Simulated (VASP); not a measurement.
# Mn (Fd-3m) in VASP: single point with PBE

Aim: the single point of Mn with PBE.

All numbers are computed with VASP 6.6.1; they aren't measurements. Logs are shortened: lines on timing, memory, paths and dates and some standing lists are left out, and cuts for length are marked.

## 1. The cell of the first run

The structure is cubic, space group Fd-3m (No. 227). Conventional cell: a = 4.953 Å, b = 4.953 Å, c = 4.953 Å, α = 90.00°, β = 90.00°, γ = 90.00°. Mn (site symmetry -43m) has 4 Mn at 2.14 Å within 2.8 Å.

## 2. Single point, PBE

The input, INCAR:

```
SYSTEM = Mn
PREC     = Accurate       ! precision mode
ENCUT    = 520            ! plane-wave cutoff, eV
EDIFF    = 1E-6           ! SCF threshold, eV
ISMEAR   = -1             ! smearing method
SIGMA    = 0.13605693000000002 ! smearing width, eV
LREAL    = .False.        ! projectors in reciprocal space
LASPH    = .True.         ! aspherical terms in the spheres
NELM     = 60             ! most SCF steps
ALGO     = Normal         ! electronic algorithm
ISIF     = 2              ! what is computed and relaxed
LWAVE    = .False.        ! write WAVECAR
LCHARG   = .False.        ! write CHGCAR
GGA      = PE             ! functional
NBANDS   = 20             ! bands
```

The input, KPOINTS:

```
Automatic mesh
0
Gamma
  9 9 9
  0 0 0
```

The input, POSCAR:

```
Mn
1.0
    0.0000000000      2.4764726127      2.4764726127
    2.4764726127      0.0000000000      2.4764726127
    2.4764726127      2.4764726127      0.0000000000
Mn
2
Direct
    0.0000000000      0.0000000000      0.0000000000
    0.2500000000      0.2500000000      0.2500000000
```

Potentials or basis: VASP PAW PBE potentials, release 64 (Mn_pv).

Command:

```
$ cat potpaw_PBE.64/Mn_pv/POTCAR > POTCAR
$ mpirun -np 1 vasp_std > vasp.out
```

OUTCAR:

```text
SYSTEM = Mn
   PREC = Accurate
   ENCUT = 520
   EDIFF = 1E-6
   ISMEAR = -1
   LREAL = .False.
   LASPH = .True.
   NELM = 60
   ISIF = 2
   GGA = PE

 ion  position               nearest neighbor table
   1  0.000  0.000  0.000-   2 2.14   2 2.14   2 2.14   2 2.14
   2  0.250  0.250  0.250-   1 2.14   1 2.14   1 2.14   1 2.14

  LATTYP: Found a face centered cubic cell.
 ALAT       =     4.9529452254

  Lattice vectors:

 A1 = (   0.0000000000,   2.4764726127,   2.4764726127)
 A2 = (   2.4764726127,   0.0000000000,   2.4764726127)
 A3 = (   2.4764726127,   2.4764726127,   0.0000000000)

Analysis of symmetry for initial positions (statically):
=====================================================================
 Subroutine PRICEL returns:
 Original cell was already a primitive cell.

 Routine SETGRP: Setting up the symmetry group for a
 face centered cubic supercell.

 Subroutine GETGRP returns: Found 48 space group operations
 (whereof 24 operations were pure point group operations)
 out of a pool of 48 trial point group operations.

The static configuration has the point symmetry T_d .
 The point group associated with its full space group is O_h .

Analysis of symmetry for dynamics (positions and initial velocities):
=====================================================================
 Subroutine PRICEL returns:
 Original cell was already a primitive cell.

 Routine SETGRP: Setting up the symmetry group for a
 face centered cubic supercell.

 Subroutine GETGRP returns: Found 48 space group operations
 (whereof 24 operations were pure point group operations)
 out of a pool of 48 trial point group operations.

The dynamic configuration has the point symmetry T_d .
 The point group associated with its full space group is O_h .

 Subroutine INISYM returns: Found 48 space group operations
 (whereof 24 operations are pure point group operations),
 and found     1 'primitive' translations

----------------------------------------------------------------------------------------

                                     Primitive cell

  volume of cell :      30.3760

  direct lattice vectors                    reciprocal lattice vectors
     0.000000000  2.476472613  2.476472613    -0.201900072  0.201900072  0.201900072
     2.476472613  0.000000000  2.476472613     0.201900072 -0.201900072  0.201900072
     2.476472613  2.476472613  0.000000000     0.201900072  0.201900072 -0.201900072

  length of vectors
     3.502261156  3.502261156  3.502261156     0.349701184  0.349701184  0.349701184

  position of ions in fractional coordinates (direct lattice)
     0.000000000  0.000000000  0.000000000
     0.250000000  0.250000000  0.250000000

  ion indices of the primitive-cell ions
   primitive index   ion index
                 1           1
                 2           2

----------------------------------------------------------------------------------------

 KPOINTS: Automatic mesh

Automatic generation of k-mesh.
 Grid dimensions read from file:
 generate k-points for:    9    9    9

 Generating k-lattice:

  Cartesian coordinates                     Fractional coordinates (reciprocal lattice)
    -0.022433341  0.022433341  0.022433341     0.111111111  0.000000000  0.000000000
     0.022433341 -0.022433341  0.022433341     0.000000000  0.111111111  0.000000000
     0.022433341  0.022433341 -0.022433341     0.000000000  0.000000000  0.111111111

  Length of vectors
     0.038855687  0.038855687  0.038855687

  Shift w.r.t. Gamma in fractional coordinates (k-lattice)
     0.000000000  0.000000000  0.000000000

 Subroutine IBZKPT returns following result:
 ===========================================

 Found     35 irreducible k-points:

 Following reciprocal coordinates:
            Coordinates               Weight
  0.000000  0.000000  0.000000      1.000000
  0.111111  0.000000  0.000000      8.000000
  0.222222  0.000000  0.000000      8.000000
  0.333333  0.000000  0.000000      8.000000
  0.444444  0.000000  0.000000      8.000000
  0.111111  0.111111  0.000000      6.000000
[... 16 lines left out ...]
 -0.333333  0.333333  0.000000     12.000000
  0.444444  0.444444  0.000000      6.000000
 [... further k-points ...]
   k-points           NKPTS =     35   k-points in BZ     NKDIM =     35   number of bands    NBANDS=     20
   number of dos      NEDOS =    301   number of ions     NIONS =      2
   total plane-waves  NPLWV =  21952
   dimension x,y,z NGX =    28 NGY =   28 NGZ =   28
   dimension x,y,z NGXF=    56 NGYF=   56 NGZF=   56
   ions per type =               2
   NGX,Y,Z   is equivalent  to a cutoff of  13.29, 13.29, 13.29 a.u.
   NGXF,Y,Z  is equivalent  to a cutoff of  26.58, 26.58, 26.58 a.u.
 SYSTEM =  Mn
   PREC   = accura    normal or accurate (medium, high low for compatibility)
   ISTART =      0    job   : 0-new  1-cont  2-samecut
   ICHARG =      2    charge: 1-file 2-atom 10-const
   ISPIN  =      1    spin polarized calculation?
   LNONCOLLINEAR =      F non collinear calculations
   LSORBIT =      F    spin-orbit coupling
   LASPH  =      T    aspherical Exc in radial PAW
   ENCUT  =  520.0 eV  38.22 Ry    6.18 a.u.   6.51  6.51  6.51*2*pi/ulx,y,z
   NELM   =     60;   NELMIN=  2; NELMDL= -5     # of ELM steps
   EDIFF  = 0.1E-05   stopping-criterion for ELM
   LREAL  =      F    real-space projection
   EDIFFG = 0.1E-04   stopping-criterion for IOM
   NSW    =      0    number of steps for IOM
   IBRION =     -1    ionic relax: 0-MD 1-quasi-New 2-CG
   NFREE  =      0    steps in history (QN), initial steepest desc. (CG)
   ISIF   =      2    stress and relaxation
   ISYM   =      2    0-nonsym 1-usesym 2-fastsym
   POTIM  = 0.5000    time-step for ionic-motion
   TEBEG  =    0.0;   TEEND  =   0.0 temperature during run
   PSTRESS=    0.0 pullay stress
   NELECT =      26.0000    total number of electrons
   NUPDOWN=      -1.0000    fix difference up-down
   EMIN   =  10.00;   EMAX   =-10.00  energy-range for DOS
   EFERMI =   0.00;   METHOD = LEGACY
   ISMEAR =    -1;   SIGMA  =   0.14  broadening in eV -4-tet -1-fermi 0-gaus
   EFERMI_NEDOS =   21; number of points for ismear=-14 and -15
   IALGO  =     38    algorithm
   IMIX   =      4    mixing-type and parameters
     AMIX     =   0.40;   BMIX     =  1.00
     AMIX_MAG =   1.60;   BMIX_MAG =  1.00
  volume/ion in A,a.u.               =      15.19       102.49
  Fermi-wavevector in a.u.,A,eV,Ry     =   1.554375  2.937342 32.872779  2.416081
  Thomas-Fermi vector in A             =   2.658470
   LORBIT       =      0    0 simple, 1 ext, 2 COOP (PROOUT), +10 PAW based schemes
   GGA     = PE    functional components
   LHFCALC =     F    Hartree Fock is set to
   AEXX    =    0.0000 exact exchange contribution
   IVDW    =     0    specifies the selected vdW correction
   LEPSILON=     F    determine dielectric tensor
   LRPA    =     F    only Hartree local field effects (RPA)
 non-spin polarized calculation
  energy-cutoff  :      520.00
  volume of cell :       30.38
 maximum number of plane-waves:       869
 NGX is ok and might be reduce to    28
   NGX = 13   NGY = 13   NGZ = 13

 number of electron      25.9999972 magnetization

 Free energy of the ion-electron system (eV)
  ---------------------------------------------------
  ext. energy  EPLUGINS =         0.00000000
  ---------------------------------------------------
  free energy    TOTEN  =       -15.23820432 eV

  energy without entropy =      -15.09772643  energy(sigma->0) =      -15.16796538

 E-fermi :   6.0736     XC(G=0): -11.6874

 val. band max:        6.0592631775   @ k =  -0.3333   0.3333   0.0000
 cond. band min:       6.0820865276   @ k =  -0.3333   0.4444   0.2222
 fundamental gap:      0.0228233501
 Fermi energy:         6.0736307188

 k-point     1 :       0.0000    0.0000    0.0000
  band No.  band energies     occupation
      1     -41.8303      2.00000
      2     -41.8303      2.00000
      3     -41.8303      2.00000
      4     -41.1165      2.00000
      5     -41.1165      2.00000
      6     -41.1165      2.00000
[... 12 lines left out ...]
     19      20.5379      0.00000
     20      20.5379      0.00000

 k-point     2 :       0.1111    0.0000    0.0000
  band No.  band energies     occupation
      1     -41.8410      2.00000
      2     -41.8410      2.00000
      3     -41.8299      2.00000
      4     -41.1191      2.00000
      5     -41.1057      2.00000
      6     -41.1057      2.00000
[... 12 lines left out ...]
     19      19.4772      0.00000
     20      19.4772      0.00000

 k-point     3 :       0.2222    0.0000    0.0000
  band No.  band energies     occupation
      1     -41.8669      2.00000
      2     -41.8669      2.00000
      3     -41.8295      2.00000
      4     -41.1251      2.00000
      5     -41.0797      2.00000
      6     -41.0797      2.00000
[... 12 lines left out ...]
     19      18.4758      0.00000
     20      18.4758      0.00000

 k-point     4 :       0.3333    0.0000    0.0000
  band No.  band energies     occupation
      1     -41.8944      2.00000
      2     -41.8944      2.00000
      3     -41.8299      2.00000
      4     -41.1311      2.00000
      5     -41.0521      2.00000
      6     -41.0521      2.00000
[... 12 lines left out ...]
     19      17.7133      0.00000
     20      17.7133      0.00000

 k-point     5 :       0.4444    0.0000    0.0000
  band No.  band energies     occupation
      1     -41.9114      2.00000
      2     -41.9114      2.00000
      3     -41.8306      2.00000
      4     -41.1345      2.00000
      5     -41.0350      2.00000
      6     -41.0350      2.00000
[... 12 lines left out ...]
     19      17.2813      0.00000
     20      17.2814      0.00000
[... 353 lines left out ...]
      6     -40.9623      2.00000
[... 12 lines left out ...]
     19      12.1492      0.00000
     20      12.8738      0.00000

 k-point    22 :      -0.4444    0.3333    0.0000
  band No.  band energies     occupation
      1     -42.0094      2.00000
      2     -41.9752      2.00000
      3     -41.5806      2.00000
      4     -41.3823      2.00000
      5     -40.9717      2.00000
      6     -40.9441      2.00000
[... 12 lines left out ...]
     19      11.0219      0.00000
     20      13.1807      0.00000

 k-point    23 :      -0.3333    0.3333    0.0000
  band No.  band energies     occupation
      1     -42.0147      2.00000
      2     -41.9560      2.00000
      3     -41.6221      2.00000
      4     -41.3377      2.00000
      5     -40.9906      2.00000
      6     -40.9416      2.00000
[... 12 lines left out ...]
     19      10.6325      0.00000
     20      14.3060      0.00000

 k-point    24 :       0.4444    0.4444    0.0000
  band No.  band energies     occupation
      1     -41.9942      2.00000
      2     -41.9942      2.00000
      3     -41.5460      2.00000
      4     -41.4232      2.00000
      5     -40.9530      2.00000
      6     -40.9530      2.00000
[... 12 lines left out ...]
     19      12.0051      0.00000
     20      12.0051      0.00000

 [... further k-points ...]

------------------------ aborting loop because EDIFF is reached ----------------------------------------

  FORCE on cell =-STRESS in cart. coord.  units (eV):
  Direction    XX          YY          ZZ          XY          YZ          ZX
  --------------------------------------------------------------------------------------
  -------------------------------------------------------------------------------------
  Total        0.1186367      0.1186367      0.1186367      0.0000000     -0.0000000     -0.0000000
  in kB        6.2574762      6.2574762      6.2574762      0.0000000     -0.0000000     -0.0000000
  external PRESSURE =       6.2574762 kB  Pullay stress =       0.0000000 kB

 VOLUME and BASIS-vectors are now :
 -----------------------------------------------------------------------------
  energy-cutoff  :      520.00
  volume of cell :       30.38
      direct lattice vectors                 reciprocal lattice vectors
     0.000000000  2.476472613  2.476472613    -0.201900072  0.201900072  0.201900072
     2.476472613  0.000000000  2.476472613     0.201900072 -0.201900072  0.201900072
     2.476472613  2.476472613  0.000000000     0.201900072  0.201900072 -0.201900072

 POSITION                                       TOTAL-FORCE (eV/Angst)
 -----------------------------------------------------------------------------------
      0.00000      0.00000      0.00000        -0.000000     -0.000000     -0.000000
      1.23824      1.23824      1.23824         0.000000      0.000000      0.000000
 -----------------------------------------------------------------------------------
    total drift:                                0.000000      0.000000      0.000000

  FREE ENERGIE OF THE ION-ELECTRON SYSTEM (eV)
  ---------------------------------------------------
  free  energy   TOTEN  =       -15.2382043198 eV

  energy  without entropy=      -15.0977264349  energy(sigma->0) =      -15.16796538
```

It took 44 s on 1 thread of Intel Xeon 8259CL, shared host; peak memory 0.16 GiB.

What came out:

```yaml
Free_energy: -15.2382 eV
Pressure: 0.6 GPa
Band_gap_on_the_k_mesh: zero (band 13 reaches 6.48 eV, above the bottom of band 14 at 5.96 eV)
```

Caveat: the run has no spin polarisation, though such a crystal can be magnetic.
